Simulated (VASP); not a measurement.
Input of a VASP 6.6.1 run:

INCAR

```
PREC     = Accurate       # precision mode
ENCUT    = 750            # plane-wave cutoff, eV
EDIFF    = 1E-6           # SCF threshold, eV
ISMEAR   = 0              # smearing method
SIGMA    = 0.02           # smearing width, eV
LREAL    = F              # projectors in reciprocal space
LASPH    = T              # aspherical terms in the spheres
NELM     = 120            # most SCF steps
ALGO     = Normal         # electronic algorithm
ISIF     = 2              # what is computed and relaxed
LWAVE    = F              # write WAVECAR
LCHARG   = F              # write CHGCAR
GGA      = PE             # functional
NBANDS   = 12             # bands
GGA_COMPAT= F
```

The input KPOINTS:

```
Automatic mesh
0
Gamma
  8 8 8
```

File POSCAR:

```
LiBr
1.0
    0.0000000000      2.8094452277      2.8094452277
    2.8094452277      0.0000000000      2.8094452277
    2.8094452277      2.8094452277      0.0000000000
Li Br
1 1
Direct
    0.0000000000      0.0000000000      0.0000000000
    0.5000000000      0.5000000000      0.5000000000
```

Potentials or basis: VASP PAW PBE potentials, release 64 (Li_sv, Br).

Launch:

```sh
$ cat potpaw_PBE.64/Li_sv/POTCAR potpaw_PBE.64/Br/POTCAR > POTCAR
$ mpirun -np 1 vasp_std > vasp.out
```

**Question.** Predict the band gap on the k mesh.

**Answer.** 4.68 eV, direct.

**Question.** Predict the pressure.

**Answer.** -1.4 GPa.
